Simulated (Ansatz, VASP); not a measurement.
# LaLuAs2: VASP beside Ansatz

INCAR

```
PREC = Accurate
ENCUT = 520
EDIFF = 1E-6
ISMEAR = -1
SIGMA = 0.02
LREAL = False
LASPH = True
NELM = 100
ALGO = Normal
ISIF = 2
LWAVE = False
LCHARG = False
GGA = PE
NBANDS = 31
```

Contents of KPOINTS:

```
Automatic mesh
0
Gamma
  6 6 4
```

POSCAR

```
LaLuAs2
1.0
    4.3117488143      0.0000000000      0.0000000000
    0.0000000000      4.3117488143      0.0000000000
    0.0000000000      0.0000000000      6.0711842096
La As Lu
1 2 1
Direct
    0.0000000000      0.0000000000      0.0000000000
    0.0000000000      0.0000000000      0.5000000000
    0.5000000000      0.5000000000      0.0000000000
    0.5000000000      0.5000000000      0.5000000000
```

Input for Ansatz:

```yaml
crystal:
  lattice:
    - [4.3117488143, 0.0, 0.0]
    - [0.0, 4.3117488143, 0.0]
    - [0.0, 0.0, 6.0711842096]
  atoms:
    - { symbol: La, position: [0.0, 0.0, 0.0] }
    - { symbol: As, position: [0.0, 0.0, 0.5] }
    - { symbol: Lu, position: [0.5, 0.5, 0.5] }
    - { symbol: As, position: [0.5, 0.5, 0.0] }
kpoints:
  mp_grid: { grid: [6, 6, 4] }
hamiltonian:
  xc: pbe
scf:
  occupations: { method: fermi_dirac, width: 0.02 }
  n_extra_bands: 5
output:
  forces: true
  stress: true
  eigenvalues: true
```

Alike in both runs: task single point; functional PBE; k mesh 6 × 6 × 4; occupations fermi-dirac, width 0.02 eV; no spin polarisation.

|  | VASP | Ansatz |
| --- | --- | --- |
| version | VASP 6.6.1 | Ansatz 0.2.0 |
| potentials or method | VASP PAW PBE potentials, release 64 (La, As, Lu) | plane waves, PAW |
| plane-wave cutoff (eV) | 520 | 420 |
| valence electrons in the cell | 46 | 66 |

|  | VASP | Ansatz | Ansatz less VASP |
| --- | --- | --- | --- |
| pressure (GPa) | -3.6 | -3.6 | -0.07 |

VASP's potentials hold 46 valence electrons a cell and Ansatz's 66, so a difference there can come from the potentials and not from the codes.

Neither program's run includes spin-orbit coupling.
